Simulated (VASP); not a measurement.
Wanted: the native input for a VASP 6.6.1 run.

| Item | Value |
| --- | --- |
| Task | single point |
| Functional | r2SCAN |
| Potentials or basis | VASP PAW PBE potentials, release 64 (Te, Mo_sv) |
| Cutoff | 520 eV |
| k mesh | 4 × 8 × 1 |
| Occupations | fermi-dirac, width 0.05 eV |
| Spin | no spin polarisation |
| Dipole correction | no |
| Further INCAR settings | ALGO = Normal; EDIFF = 1e-06; NBANDS = 35 |

Te2Mo, a slab with vacuum:

```
CELL_PARAMETERS angstrom
6.44532 0.00000 0.00000
0.00000 3.52620 0.00000
-0.08687 0.00000 36.65194
ATOMIC_POSITIONS crystal
Te 0.42925 0.75000 0.54070
Te 0.57075 0.25000 0.45930
Te 0.92085 0.25000 0.55653
Te 0.07915 0.75000 0.44347
Mo 0.18135 0.25000 0.49747
Mo 0.81865 0.75000 0.50253
```

The input as run:

POSCAR

```
Te2Mo
1.0
    6.4453239976      0.0000000000      0.0000000000
    0.0000000000      3.5262030893      0.0000000000
   -0.0868695265      0.0000000000     36.6519436197
Te Mo
4 2
Direct
    0.4292511000      0.7500000000      0.5407035800
    0.5707489000      0.2500000000      0.4592964200
    0.9208478700      0.2500000000      0.5565273200
    0.0791521300      0.7500000000      0.4434726800
    0.1813475600      0.2500000000      0.4974653700
    0.8186524400      0.7500000000      0.5025346300
```

INCAR.step1

```
PREC = Accurate ; ENCUT = 520
ISMEAR = -1 ; SIGMA = 0.05
LREAL = F ; LASPH = T
NELM = 100 ; NBANDS = 35
GGA = PE ; ALGO = Normal
EDIFF = 1E-4 ; LWAVE = T
LCHARG = F
```

INCAR.step2

```
PREC = Accurate ; ENCUT = 520
EDIFF = 1E-6 ; ISMEAR = -1
SIGMA = 0.05 ; LREAL = F
LASPH = T ; NELM = 100
ALGO = Normal ; ISIF = 2
LWAVE = F ; LCHARG = F
METAGGA = R2SCAN ; LMIXTAU = T
NBANDS = 35 ; ISTART = 1
```

KPOINTS

```
Automatic mesh
0
Gamma
  4 8 1
```

Potentials or basis: VASP PAW PBE potentials, release 64 (Te, Mo_sv).

Command:

```sh
$ cat potpaw_PBE.64/Te/POTCAR potpaw_PBE.64/Mo_sv/POTCAR > POTCAR
$ cp INCAR.step1 INCAR
$ mpirun -np 1 vasp_std > vasp.out
$ cp INCAR.step2 INCAR
$ mpirun -np 1 vasp_std > vasp.out
```

It gave:

```
Largest force          : 0.579 eV/Å
Band gap on the k mesh : zero (bands 26 and 27 overlap by 0.10 eV)
```

Caveat: there is no dipole correction, which matters where the two faces differ; the PAW data sets were made with another functional, which shifts forces and pressure a little; spin-orbit coupling is left out, which moves the levels of the heavy elements.

Run time: 33 min on 1 thread of Intel(R) Xeon(R) 6975P-C (Granite Rapids), with other jobs on the host, peak memory 1.1 GiB.
